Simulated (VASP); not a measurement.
# F (I4_1/amd) in VASP: further runs

F is run at these levels: LDA; tasks: relaxation of cell and atoms.

Program: VASP 6.6.1. These are calculated values, not measurements. Logs are shortened: lines on timing, memory, paths and dates and some standing lists are left out, and cuts for length are marked.

## 1. The cell of the first run

It takes space group I4_1/amd (No. 141, tetragonal). Conventional cell: a = 3.506 Å, b = 3.506 Å, c = 1.928 Å, α = 90.00°, β = 90.00°, γ = 90.00°. F (site symmetry -4m2) has 10 F at 1.82 to 2.27 Å within 2.4 Å.

## 2. Relaxation of cell and atoms, LDA, target pressure 93 GPa, at which the enthalpy is minimised

INCAR reads:

```
ALGO = Normal ; EDIFF = 1E-6
EDIFFG = -0.005 ; ENCUT = 600
GGA = CA ; IBRION = 2
ISIF = 3 ; ISMEAR = -1
LASPH = True ; LCHARG = False
LREAL = False ; LWAVE = False
NELM = 80 ; NSW = 60
PREC = Accurate ; PSTRESS = 930.0
SIGMA = 0.1
```

KPOINTS reads:

```
k-points
0
Gamma
  19 19 19
```

POSCAR reads:

```
F
1.0
   -1.7531355805      1.7531355805      0.9642245693
    1.7531355805     -1.7531355805      0.9642245693
    1.7531355805      1.7531355805     -0.9642245693
F
2
Direct
   -0.3750000000     -0.1250000000     -0.2500000000
    0.3750000000      0.1250000000      0.2500000000
```

Potentials or basis: VASP PAW LDA potentials, release 64 (F).

Run with:

```sh
cat potpaw_LDA.64/F/POTCAR > POTCAR
mpirun -np 1 vasp_std > vasp.out
```

OUTCAR:

```text
EDIFF = 1E-6
   EDIFFG = -0.005
   ENCUT = 600
   GGA = CA
   IBRION = 2
   ISIF = 3
   ISMEAR = -1
   LASPH = True
   LREAL = False
   NELM = 80
   NSW = 60
   PREC = Accurate
   PSTRESS = 930.0

 ion  position               nearest neighbor table
   1  0.625  0.875  0.750-   2 1.82   2 1.82   2 1.82   2 1.82
   2  0.375  0.125  0.250-   1 1.82   1 1.82   1 1.82   1 1.82

  LATTYP: Found a body centered tetragonal cell.
 ALAT       =     3.5062711610
 C/A-ratio  =     0.5500000000

  Lattice vectors:

 A1 = (  -1.7531355805,   1.7531355805,   0.9642245693)
 A2 = (   1.7531355805,  -1.7531355805,   0.9642245693)
 A3 = (   1.7531355805,   1.7531355805,  -0.9642245693)

Analysis of symmetry for initial positions (statically):
=====================================================================
 Subroutine PRICEL returns:
 Original cell was already a primitive cell.

 Routine SETGRP: Setting up the symmetry group for a
 body centered tetragonal supercell.

 Subroutine GETGRP returns: Found 16 space group operations
 (whereof  4 operations were pure point group operations)
 out of a pool of 16 trial point group operations.

The static configuration has the point symmetry C_2h.
 The point group associated with its full space group is D_4h.

Analysis of symmetry for dynamics (positions and initial velocities):
=====================================================================
 Subroutine PRICEL returns:
 Original cell was already a primitive cell.

 Routine SETGRP: Setting up the symmetry group for a
 body centered tetragonal supercell.

 Subroutine GETGRP returns: Found 16 space group operations
 (whereof  4 operations were pure point group operations)
 out of a pool of 16 trial point group operations.

The dynamic configuration has the point symmetry C_2h.
 The point group associated with its full space group is D_4h.

 Subroutine INISYM returns: Found 16 space group operations
 (whereof  4 operations are pure point group operations),
 and found     1 'primitive' translations

----------------------------------------------------------------------------------------

                                     Primitive cell

  volume of cell :      11.8541

  direct lattice vectors                    reciprocal lattice vectors
    -1.753135580  1.753135580  0.964224569     0.000000000  0.285203270  0.518551400
     1.753135580 -1.753135580  0.964224569     0.285203270  0.000000000  0.518551400
     1.753135580  1.753135580 -0.964224569     0.285203270  0.285203270  0.000000000

  length of vectors
     2.660206335  2.660206335  2.660206335     0.591807789  0.591807789  0.403338332

  position of ions in fractional coordinates (direct lattice)
     0.625000000  0.875000000  0.750000000
     0.375000000  0.125000000  0.250000000

  ion indices of the primitive-cell ions
   primitive index   ion index
                 1           1
                 2           2

----------------------------------------------------------------------------------------

 KPOINTS: k-points

Automatic generation of k-mesh.
 Grid dimensions read from file:
 generate k-points for:   19   19   19

 Generating k-lattice:

  Cartesian coordinates                     Fractional coordinates (reciprocal lattice)
     0.000000000  0.015010698  0.027292179     0.052631579  0.000000000 -0.000000000
     0.015010698  0.000000000  0.027292179     0.000000000  0.052631579 -0.000000000
     0.015010698  0.015010698  0.000000000     0.000000000  0.000000000  0.052631579

  Length of vectors
     0.031147778  0.031147778  0.021228333

  Shift w.r.t. Gamma in fractional coordinates (k-lattice)
     0.000000000  0.000000000  0.000000000

 Subroutine IBZKPT returns following result:
 ===========================================

 Found    550 irreducible k-points:

 Following reciprocal coordinates:
            Coordinates               Weight
  0.000000  0.000000  0.000000      1.000000
  0.052632  0.000000 -0.000000      8.000000
  0.105263  0.000000 -0.000000      8.000000
  0.157895  0.000000 -0.000000      8.000000
  0.210526  0.000000  0.000000      8.000000
  0.263158  0.000000 -0.000000      8.000000
[... 16 lines left out ...]
 -0.315789  0.052632  0.000000     16.000000
 -0.263158  0.052632  0.000000     16.000000
 [... further k-points ...]
   k-points           NKPTS =    550   k-points in BZ     NKDIM =    550   number of bands    NBANDS=     11
   number of dos      NEDOS =    301   number of ions     NIONS =      2
   total plane-waves  NPLWV =  13824
   dimension x,y,z NGX =    24 NGY =   24 NGZ =   24
   dimension x,y,z NGXF=    48 NGYF=   48 NGZF=   48
   ions per type =               2
   NGX,Y,Z   is equivalent  to a cutoff of  15.00, 15.00, 15.00 a.u.
   NGXF,Y,Z  is equivalent  to a cutoff of  30.00, 30.00, 30.00 a.u.
 SYSTEM =  unknown system
   PREC   = accura    normal or accurate (medium, high low for compatibility)
   ISTART =      0    job   : 0-new  1-cont  2-samecut
   ICHARG =      2    charge: 1-file 2-atom 10-const
   ISPIN  =      1    spin polarized calculation?
   LNONCOLLINEAR =      F non collinear calculations
   LSORBIT =      F    spin-orbit coupling
   LASPH  =      T    aspherical Exc in radial PAW
   ENCUT  =  600.0 eV  44.10 Ry    6.64 a.u.   5.31  5.31  5.31*2*pi/ulx,y,z
   NELM   =     80;   NELMIN=  2; NELMDL= -5     # of ELM steps
   EDIFF  = 0.1E-05   stopping-criterion for ELM
   LREAL  =      F    real-space projection
   EDIFFG = -.5E-02   stopping-criterion for IOM
   NSW    =     60    number of steps for IOM
   IBRION =      2    ionic relax: 0-MD 1-quasi-New 2-CG
   NFREE  =      1    steps in history (QN), initial steepest desc. (CG)
   ISIF   =      3    stress and relaxation
   ISYM   =      2    0-nonsym 1-usesym 2-fastsym
   POTIM  = 0.5000    time-step for ionic-motion
   TEBEG  =    0.0;   TEEND  =   0.0 temperature during run
   PSTRESS=  930.0 pullay stress
   NELECT =      14.0000    total number of electrons
   NUPDOWN=      -1.0000    fix difference up-down
   EMIN   =  10.00;   EMAX   =-10.00  energy-range for DOS
   EFERMI =   0.00;   METHOD = LEGACY
   ISMEAR =    -1;   SIGMA  =   0.10  broadening in eV -4-tet -1-fermi 0-gaus
   EFERMI_NEDOS =   21; number of points for ismear=-14 and -15
   IALGO  =     38    algorithm
   IMIX   =      4    mixing-type and parameters
     AMIX     =   0.40;   BMIX     =  1.00
     AMIX_MAG =   1.60;   BMIX_MAG =  1.00
  volume/ion in A,a.u.               =       5.93        40.00
  Fermi-wavevector in a.u.,A,eV,Ry     =   1.730458  3.270092 40.742450  2.994486
  Thomas-Fermi vector in A             =   2.805010
   LORBIT       =      0    0 simple, 1 ext, 2 COOP (PROOUT), +10 PAW based schemes
   GGA     = CA    functional components
   LHFCALC =     F    Hartree Fock is set to
   AEXX    =    0.0000 exact exchange contribution
   IVDW    =     0    specifies the selected vdW correction
   LEPSILON=     F    determine dielectric tensor
   LRPA    =     F    only Hartree local field effects (RPA)
 conjugate gradient relaxation of ions
 non-spin polarized calculation
  energy-cutoff  :      600.00
  volume of cell :       11.85
 maximum number of plane-waves:       409
 NGX is ok and might be reduce to    24
   NGX = 11   NGY = 11   NGZ = 11

--------------------------------------- Ionic step        1  -------------------------------------------

 number of electron      13.9999997 magnetization

 Free energy of the ion-electron system (eV)
  ---------------------------------------------------
  ext. energy  EPLUGINS =         0.00000000
  ---------------------------------------------------
  free energy    TOTEN  =        -1.34616840 eV

  energy without entropy =       -1.25328775  energy(sigma->0) =       -1.29972807

------------------------ aborting loop because EDIFF is reached ----------------------------------------

  FORCE on cell =-STRESS in cart. coord.  units (eV):
  Direction    XX          YY          ZZ          XY          YZ          ZX
  --------------------------------------------------------------------------------------
  -------------------------------------------------------------------------------------
  Total        8.6999244      8.6999244      9.1038705      0.0000000     -0.0000000      0.0000000
  in kB     1175.8633930   1175.8633930   1230.4598899      0.0000000     -0.0000000      0.0000000
  external PRESSURE =     264.0622253 kB  Pullay stress =     930.0000000 kB
[... 25 lines left out ...]
--------------------------------------- Ionic step        2  -------------------------------------------

 number of electron      14.0000009 magnetization

 E-fermi :   1.4298     XC(G=0): -13.3100

 val. band max:        1.4296758974   @ k =  -0.1053  -0.1579   0.0526
 cond. band min:       1.4352290895   @ k =  -0.4211   0.3684   0.0000
 fundamental gap:      0.0055531921
 Fermi energy:         1.4297625017

 k-point     1 :       0.0000    0.0000    0.0000
  band No.  band energies     occupation
      1     -24.3503      2.00000
      2     -17.9548      2.00000
      3      -4.4426      2.00000
      4      -4.4426      2.00000
      5       1.5069      0.63241
      6       1.5333      0.52422
      7       1.6468      0.20487
      8       1.6468      0.20487
      9      17.7928      0.00000
     10      18.2581      0.00000
     11      32.6276      0.00000
[... 309 lines left out ...]
 k-point    24 :      -0.2632    0.0526    0.0000
  band No.  band energies     occupation
      1     -23.0747      2.00000
      2     -18.1895      2.00000
      3      -4.3839      2.00000
      4      -3.0998      2.00000
      5      -1.3968      2.00000
      6      -0.3758      2.00000
      7       0.8357      1.99475
      8       1.6726      0.16210
      9      20.2754      0.00000
     10      20.6066      0.00000
     11      27.6758      0.00000

 [... further k-points ...]

------------------------ aborting loop because EDIFF is reached ----------------------------------------

  FORCE on cell =-STRESS in cart. coord.  units (eV):
  Direction    XX          YY          ZZ          XY          YZ          ZX
  --------------------------------------------------------------------------------------
  -------------------------------------------------------------------------------------
  Total        4.6055394      4.6055394      5.4840447      0.0000000     -0.0000000     -0.0000000
  in kB      542.1716795    542.1716795    645.5907696      0.0000000     -0.0000000     -0.0000000
  external PRESSURE =    -353.3552904 kB  Pullay stress =     930.0000000 kB
[... 59 lines left out ...]
  energy  without entropy=       -1.6750535333  energy(sigma->0) =       -1.72385084

  enthalpy is  TOTEN    =         5.4841534063 eV   P V=        7.2568015521

[... ionic steps 4 to 11 ...]

--------------------------------------- Ionic step       12  -------------------------------------------

 number of electron      14.0000006 magnetization

------------------------ aborting loop because EDIFF is reached ----------------------------------------
[... 71 lines left out ...]
--------------------------------------- Ionic step       14  -------------------------------------------

 number of electron      14.0000006 magnetization

 Free energy of the ion-electron system (eV)
  ---------------------------------------------------
  ext. energy  EPLUGINS =         0.00000000
  ---------------------------------------------------
  free energy    TOTEN  =        -1.86384005 eV

  energy without entropy =       -1.78458212  energy(sigma->0) =       -1.82421109

 E-fermi :   2.8349     XC(G=0): -13.8045

 val. band max:        2.8340592561   @ k =   0.1579   0.1579   0.0526
 cond. band min:       2.8358769650   @ k =   0.1579   0.1053   0.1053
 fundamental gap:      0.0018177090
 Fermi energy:         2.8349103826

 k-point     1 :       0.0000    0.0000    0.0000
  band No.  band energies     occupation
      1     -24.2812      2.00000
      2     -15.9468      2.00000
      3      -3.7610      2.00000
      4      -3.7610      2.00000
      5       2.0784      1.99896
      6       2.1447      1.99799
      7       3.2446      0.03269
      8       3.2446      0.03269
      9      19.8569      0.00000
     10      20.3914      0.00000
     11      33.0385      0.00000
[... 309 lines left out ...]
 k-point    24 :      -0.2632    0.0526    0.0000
  band No.  band energies     occupation
      1     -22.9688      2.00000
      2     -16.6215      2.00000
      3      -3.9468      2.00000
      4      -2.4562      2.00000
      5      -0.6411      2.00000
      6       0.6351      2.00000
      7       2.3791      1.97926
      8       3.1758      0.06406
      9      22.4469      0.00000
     10      22.6023      0.00000
     11      28.4831      0.00000

 [... further k-points ...]

------------------------ aborting loop because EDIFF is reached ----------------------------------------

  FORCE on cell =-STRESS in cart. coord.  units (eV):
  Direction    XX          YY          ZZ          XY          YZ          ZX
  --------------------------------------------------------------------------------------
  -------------------------------------------------------------------------------------
  Total        7.2649734      7.2649734      7.2658729      0.0000000     -0.0000000      0.0000000
  in kB      929.2965520    929.2965520    929.4116140      0.0000000     -0.0000000      0.0000000
  external PRESSURE =      -0.6650940 kB  Pullay stress =     930.0000000 kB
[... 21 lines left out ...]
  energy  without entropy=       -1.7845821229  energy(sigma->0) =       -1.82421109

  enthalpy is  TOTEN    =         5.4066326802 eV   P V=        7.2704727332

 reached required accuracy - stopping structural energy minimisation
```

It took 2.9 min on 1 thread of Intel Xeon 6975P-C (Granite Rapids), shared host; peak memory 0.2 GiB.

What came out:

```
Free energy                                                : -1.8638 eV
Relaxed volume                                             : 6.26 Å³/atom
Relaxed cell                                               : a = 2.656 Å, b = 2.656 Å, c = 2.656 Å, α = 99.07°, β = 99.07°, γ = 133.22°
Space group after relaxing (to 0.1 Å)                      : I4_1/amd (No. 141)
Energy change on relaxing (the run minimises the enthalpy) : -258.8 meV/atom
Ionic steps                                                : 14
Pressure after relaxing                                    : 92.9 GPa
Band gap on the k mesh                                     : zero (bands 7 and 8 overlap by 2.66 eV)
```

Step by step:
| step | energy change (eV) | largest force (eV/Å) | pressure (GPa) | volume (Å³) |
| --- | --- | --- | --- | --- |
| 1 | 0.0000 | 0.0000 | 119.41 | 11.85 |
| 2 | -0.9393 | 0.0000 | 57.66 | 13.61 |
| 3 | -0.4265 | 0.0000 | 92.01 | 12.50 |
| 4 | -0.4173 | 0.0000 | 92.59 | 12.49 |
| 5 | -0.4309 | 0.0000 | 92.29 | 12.50 |
| 6 | -0.4826 | 0.0000 | 91.53 | 12.52 |
| 7 | -0.5115 | 0.0000 | 94.39 | 12.53 |
| 8 | -0.5213 | 0.0000 | 92.36 | 12.53 |
| 9 | -0.5222 | 0.0000 | 92.77 | 12.53 |
| 10 | -0.5222 | 0.0000 | 92.83 | 12.53 |
| 11 | -0.5075 | 0.0000 | 93.57 | 12.51 |
| 12 | -0.5157 | 0.0000 | 93.12 | 12.52 |
| 13 | -0.5239 | 0.0000 | 92.64 | 12.54 |
| 14 | -0.5177 | 0.0000 | 92.93 | 12.53 |

Final structure:
```
F
1.0
    -1.72343    1.72343    1.05425
     1.72343   -1.72343    1.05425
     1.72343    1.72343   -1.05425
F
2
Direct
  0.62500 0.87500 0.75000
  0.37500 0.12500 0.25000
```

Levels at points of the mesh, in eV from the Fermi level:
```
           k point  band 3  band 4  band 5  band 6  band 7  band 8  band 9  band 10  band 11
(0.00, 0.00, 0.00)   -6.60   -6.60   -0.76   -0.69    0.41    0.41   17.02    17.56    30.20
```

Caveat: the cell is relaxed towards a set pressure, so the run minimises the enthalpy, not the energy.

(Part 1 of 2 ends here.)
